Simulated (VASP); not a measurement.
# VH (F-43m) in VASP: a series of runs

The runs below take VH through single point, relaxation of cell and atoms, with r2SCAN.

Everything below comes from runs of VASP 6.6.1. Logs are shortened: lines on timing, memory, paths and dates and some standing lists are left out, and cuts for length are marked.

## (1) The cell of the first run

The structure is cubic, space group F-43m (No. 216). The conventional cell has a = 4.046 Å, b = 4.046 Å, c = 4.046 Å, α = 90.00°, β = 90.00°, γ = 90.00°. Within 2.3 Å of V (site symmetry -43m) lie 4 H at 1.75 Å. H (site symmetry -43m) has 4 V at 1.75 Å within 2.3 Å.

## (2) Single point, r2SCAN, collinear spin, ferromagnetic start (atoms taken out, then relaxed in part)

Contents of POSCAR:

```
VH
1.0
    0.0000000000      2.0229276141      2.0229276141
    2.0229276141      0.0000000000      2.0229276141
    2.0229276141      2.0229276141      0.0000000000
V H
1 1
Direct
    0.0000000000      0.0000000000      0.0000000000
    0.2500000000      0.2500000000      0.2500000000
```

Contents of INCAR.step1:

```
PREC = Accurate ; ENCUT = 520
ISMEAR = 0 ; SIGMA = 0.1
LREAL = F ; LASPH = T
NELM = 150 ; ISPIN = 2
MAGMOM = 0.48 0 ; LMAXMIX = 4
NBANDS = 18 ; GGA = PE
ALGO = Normal ; EDIFF = 1E-4
LWAVE = T ; LCHARG = F
```

Contents of INCAR.step2:

```
PREC = Accurate ; ENCUT = 520
EDIFF = 1E-7 ; ISMEAR = 0
SIGMA = 0.1 ; LREAL = F
LASPH = T ; NELM = 150
ALGO = Normal ; ISIF = 2
LWAVE = F ; LCHARG = T
ISPIN = 2 ; MAGMOM = 0.48 0
LORBIT = 11 ; LMAXMIX = 4
METAGGA = R2SCAN ; LMIXTAU = T
LELF = T ; LVHAR = T
NBANDS = 18 ; ISTART = 1
```

Contents of KPOINTS:

```
Automatic mesh
0
Gamma
  8 8 8
```

Potentials or basis: VASP PAW PBE potentials, release 64 (V_sv, H).

Run with:

```bash
cat potpaw_PBE.64/V_sv/POTCAR potpaw_PBE.64/H/POTCAR > POTCAR
cp INCAR.step1 INCAR
mpirun -np 1 vasp_std > vasp.out
cp INCAR.step2 INCAR
mpirun -np 1 vasp_std > vasp.out
```

OUTCAR:

```text
PREC = Accurate
   ENCUT = 520
   EDIFF = 1E-7
   ISMEAR = 0
   LREAL = F
   LASPH = T
   NELM = 150
   ISIF = 2
   ISPIN = 2
   LORBIT = 11
   METAGGA = R2SCAN
   ISTART = 1

 ion  position               nearest neighbor table
   1  0.000  0.000  0.000-   2 1.75   2 1.75   2 1.75   2 1.75
   2  0.250  0.250  0.250-   1 1.75   1 1.75   1 1.75   1 1.75

  LATTYP: Found a face centered cubic cell.
 ALAT       =     4.0458552282

  Lattice vectors:

 A1 = (   0.0000000000,   2.0229276141,   2.0229276141)
 A2 = (   2.0229276141,   0.0000000000,   2.0229276141)
 A3 = (   2.0229276141,   2.0229276141,   0.0000000000)

Analysis of symmetry for initial positions (statically):
=====================================================================
 Subroutine PRICEL returns:
 Original cell was already a primitive cell.

 Routine SETGRP: Setting up the symmetry group for a
 face centered cubic supercell.

 Subroutine GETGRP returns: Found 24 space group operations
 (whereof 24 operations were pure point group operations)
 out of a pool of 48 trial point group operations.

The static configuration has the point symmetry T_d .

Analysis of symmetry for dynamics (positions and initial velocities):
=====================================================================
 Subroutine PRICEL returns:
 Original cell was already a primitive cell.

 Routine SETGRP: Setting up the symmetry group for a
 face centered cubic supercell.

 Subroutine GETGRP returns: Found 24 space group operations
 (whereof 24 operations were pure point group operations)
 out of a pool of 48 trial point group operations.

The dynamic configuration has the point symmetry T_d .

Analysis of structural, dynamic, and magnetic symmetry:
=====================================================================
 Subroutine PRICEL returns:
 Original cell was already a primitive cell.

 Routine SETGRP: Setting up the symmetry group for a
 face centered cubic supercell.

 Subroutine GETGRP returns: Found 24 space group operations
 (whereof 24 operations were pure point group operations)
 out of a pool of 48 trial point group operations.

The overall configuration has the point symmetry T_d .

 Subroutine INISYM returns: Found 24 space group operations
 (whereof 24 operations are pure point group operations),
 and found     1 'primitive' translations

----------------------------------------------------------------------------------------

                                     Primitive cell

  volume of cell :      16.5566

  direct lattice vectors                    reciprocal lattice vectors
     0.000000000  2.022927614  2.022927614    -0.247166531  0.247166531  0.247166531
     2.022927614  0.000000000  2.022927614     0.247166531 -0.247166531  0.247166531
     2.022927614  2.022927614  0.000000000     0.247166531  0.247166531 -0.247166531

  length of vectors
     2.860851668  2.860851668  2.860851668     0.428104989  0.428104989  0.428104989

  position of ions in fractional coordinates (direct lattice)
     0.000000000  0.000000000  0.000000000
     0.250000000  0.250000000  0.250000000

  ion indices of the primitive-cell ions
   primitive index   ion index
                 1           1
                 2           2

----------------------------------------------------------------------------------------

 KPOINTS: Automatic mesh

Automatic generation of k-mesh.
 Grid dimensions read from file:
 generate k-points for:    8    8    8

 Generating k-lattice:

  Cartesian coordinates                     Fractional coordinates (reciprocal lattice)
    -0.030895816  0.030895816  0.030895816     0.125000000  0.000000000  0.000000000
     0.030895816 -0.030895816  0.030895816     0.000000000  0.125000000  0.000000000
     0.030895816  0.030895816 -0.030895816     0.000000000  0.000000000  0.125000000

  Length of vectors
     0.053513124  0.053513124  0.053513124

  Shift w.r.t. Gamma in fractional coordinates (k-lattice)
     0.000000000  0.000000000  0.000000000

 Subroutine IBZKPT returns following result:
 ===========================================

 Found     29 irreducible k-points:

 Following reciprocal coordinates:
            Coordinates               Weight
  0.000000  0.000000  0.000000      1.000000
  0.125000  0.000000  0.000000      8.000000
  0.250000  0.000000  0.000000      8.000000
  0.375000  0.000000  0.000000      8.000000
  0.500000  0.000000  0.000000      4.000000
  0.125000  0.125000  0.000000      6.000000
[... 16 lines left out ...]
  0.500000  0.250000  0.125000     48.000000
 -0.375000  0.250000  0.125000     24.000000
 [... further k-points ...]
   k-points           NKPTS =     29   k-points in BZ     NKDIM =     29   number of bands    NBANDS=     18
   number of dos      NEDOS =    301   number of ions     NIONS =      2
   total plane-waves  NPLWV =  13824
   dimension x,y,z NGX =    24 NGY =   24 NGZ =   24
   dimension x,y,z NGXF=    48 NGYF=   48 NGZF=   48
   ions per type =               1   1
   NGX,Y,Z   is equivalent  to a cutoff of  13.95, 13.95, 13.95 a.u.
   NGXF,Y,Z  is equivalent  to a cutoff of  27.89, 27.89, 27.89 a.u.
 SYSTEM =  unknown system
   PREC   = accura    normal or accurate (medium, high low for compatibility)
   ISTART =      1    job   : 0-new  1-cont  2-samecut
   ICHARG =      0    charge: 1-file 2-atom 10-const
   ISPIN  =      2    spin polarized calculation?
   LNONCOLLINEAR =      F non collinear calculations
   LSORBIT =      F    spin-orbit coupling
   LASPH  =      T    aspherical Exc in radial PAW
   ENCUT  =  520.0 eV  38.22 Ry    6.18 a.u.   5.32  5.32  5.32*2*pi/ulx,y,z
   NELM   =    150;   NELMIN=  2; NELMDL=  0     # of ELM steps
   EDIFF  = 0.1E-06   stopping-criterion for ELM
   LREAL  =      F    real-space projection
   EDIFFG = 0.1E-05   stopping-criterion for IOM
   NSW    =      0    number of steps for IOM
   IBRION =     -1    ionic relax: 0-MD 1-quasi-New 2-CG
   NFREE  =      0    steps in history (QN), initial steepest desc. (CG)
   ISIF   =      2    stress and relaxation
   ISYM   =      2    0-nonsym 1-usesym 2-fastsym
   POTIM  = 0.5000    time-step for ionic-motion
   TEBEG  =    0.0;   TEEND  =   0.0 temperature during run
   PSTRESS=    0.0 pullay stress
   NELECT =      14.0000    total number of electrons
   NUPDOWN=      -1.0000    fix difference up-down
   EMIN   =  10.00;   EMAX   =-10.00  energy-range for DOS
   EFERMI =   0.00;   METHOD = LEGACY
   ISMEAR =     0;   SIGMA  =   0.10  broadening in eV -4-tet -1-fermi 0-gaus
   EFERMI_NEDOS =   21; number of points for ismear=-14 and -15
   IALGO  =     38    algorithm
   IMIX   =      4    mixing-type and parameters
     AMIX     =   0.40;   BMIX     =  1.00
     AMIX_MAG =   1.60;   BMIX_MAG =  1.00
  volume/ion in A,a.u.               =       8.28        55.86
  Fermi-wavevector in a.u.,A,eV,Ry     =   1.548082  2.925450 32.607131  2.396556
  Thomas-Fermi vector in A             =   2.653083
   LORBIT       =     11    0 simple, 1 ext, 2 COOP (PROOUT), +10 PAW based schemes
   METAGGA = R2SCAN    functional components
   LHFCALC =     F    Hartree Fock is set to
   AEXX    =    0.0000 exact exchange contribution
   IVDW    =     0    specifies the selected vdW correction
   LEPSILON=     F    determine dielectric tensor
   LRPA    =     F    only Hartree local field effects (RPA)
 spin polarized calculation
 Gauss-broadening in eV      SIGMA  =   0.10
  energy-cutoff  :      520.00
  volume of cell :       16.56
 maximum number of plane-waves:       459
 NGX is ok and might be reduce to    24
   NGX = 11   NGY = 11   NGZ = 11

 number of electron      14.0000001 magnetization       0.2461607

 Free energy of the ion-electron system (eV)
  ---------------------------------------------------
  ext. energy  EPLUGINS =         0.00000000
  ---------------------------------------------------
  free energy    TOTEN  =       -17.76851340 eV

  energy without entropy =      -17.75987587  energy(sigma->0) =      -17.76419464

 E-fermi :   8.4774     XC(G=0): -13.4622

 val. band max:        8.4593785749   @ k =  -0.3750   0.1250   0.0000
 cond. band min:       8.5145674090   @ k =   0.1250   0.0000   0.0000
 fundamental gap:      0.0551888340
 Fermi energy:         8.4773541335

 spin component 1

 k-point     1 :       0.0000    0.0000    0.0000
  band No.  band energies     occupation
      1     -58.5756      1.00000
      2     -31.0011      1.00000
      3     -31.0011      1.00000
      4     -31.0011      1.00000
      5      -1.8875      1.00000
      6       8.0205      1.00000
[... 10 lines left out ...]
     17      32.6328      0.00000
     18      32.8275      0.00000
[... 463 lines left out ...]
 k-point    24 :      -0.3750    0.2500    0.1250
  band No.  band energies     occupation
      1     -58.4705      1.00000
      2     -31.4590      1.00000
      3     -31.2081      1.00000
      4     -31.1110      1.00000
      5       1.5925      1.00000
      6       6.6785      1.00000
[... 10 lines left out ...]
     17      38.5736      0.00000
     18      39.5331      0.00000

 [... further k-points ...]

 spin component 2

 k-point     1 :       0.0000    0.0000    0.0000
  band No.  band energies     occupation
      1     -58.2629      1.00000
      2     -30.6851      1.00000
      3     -30.6850      1.00000
      4     -30.6850      1.00000
      5      -1.8477      1.00000
      6       8.3536      0.95994
[... 10 lines left out ...]
     17      32.8113      0.00000
     18      32.8113      0.00000
[... 463 lines left out ...]
 k-point    24 :      -0.3750    0.2500    0.1250
  band No.  band energies     occupation
      1     -58.1571      1.00000
      2     -31.1466      1.00000
      3     -30.8932      1.00000
      4     -30.7950      1.00000
      5       1.7073      1.00000
      6       6.7844      1.00000
[... 10 lines left out ...]
     17      38.7453      0.00000
     18      39.6410      0.00000

 [... further k-points ...]
[... 5 lines left out ...]
  --------------------------------------------------------------------------------------
  -------------------------------------------------------------------------------------
  Total        0.0295510      0.0295510      0.0295510      0.0000000      0.0000000      0.0000000
  in kB        2.8596377      2.8596377      2.8596377      0.0000000      0.0000000      0.0000000
  external PRESSURE =       2.8596377 kB  Pullay stress =       0.0000000 kB

 VOLUME and BASIS-vectors are now :
 -----------------------------------------------------------------------------
  energy-cutoff  :      520.00
  volume of cell :       16.56
      direct lattice vectors                 reciprocal lattice vectors
     0.000000000  2.022927614  2.022927614    -0.247166531  0.247166531  0.247166531
     2.022927614  0.000000000  2.022927614     0.247166531 -0.247166531  0.247166531
     2.022927614  2.022927614  0.000000000     0.247166531  0.247166531 -0.247166531

 POSITION                                       TOTAL-FORCE (eV/Angst)
 -----------------------------------------------------------------------------------
      0.00000      0.00000      0.00000         0.000000      0.000000      0.000000
      1.01146      1.01146      1.01146        -0.000000     -0.000000     -0.000000
 -----------------------------------------------------------------------------------
    total drift:                               -0.000000     -0.000000      0.000000

  FREE ENERGIE OF THE ION-ELECTRON SYSTEM (eV)
  ---------------------------------------------------
  free  energy   TOTEN  =       -17.7685134037 eV

  energy  without entropy=      -17.7598758707  energy(sigma->0) =      -17.76419464

 total charge

# of ion       s       p       d       tot
------------------------------------------
    1        2.264   6.259   3.011  11.534
    2        0.629   0.033   0.000   0.662
--------------------------------------------------
tot          2.893   6.292   3.011  12.196

 magnetization (x)

# of ion       s       p       d       tot
------------------------------------------
    1        0.001  -0.001   0.243   0.242
    2       -0.005   0.003   0.000  -0.002
--------------------------------------------------
tot         -0.004   0.002   0.243   0.240
```

It took 61 s on 1 thread of AMD EPYC 9R45 (Zen 5), shared host; peak memory 0.13 GiB.

Results:

```
Free energy                                           : -17.7685 eV
Pressure                                              : 0.3 GPa
Net moment                                            : 0.25 μB per cell
Site moments                                          : V +0.24; H -0.00 μB
Valence electrons inside the program's atomic spheres : V 11.53; H 0.66
```

Caveat: the cell differs from its parent crystal (atoms taken out, then relaxed in part); a moment this small can come from the mesh or the smearing; the PAW data sets were made with another functional, which shifts forces and pressure a little.

(Continued in part 2 of 2.)
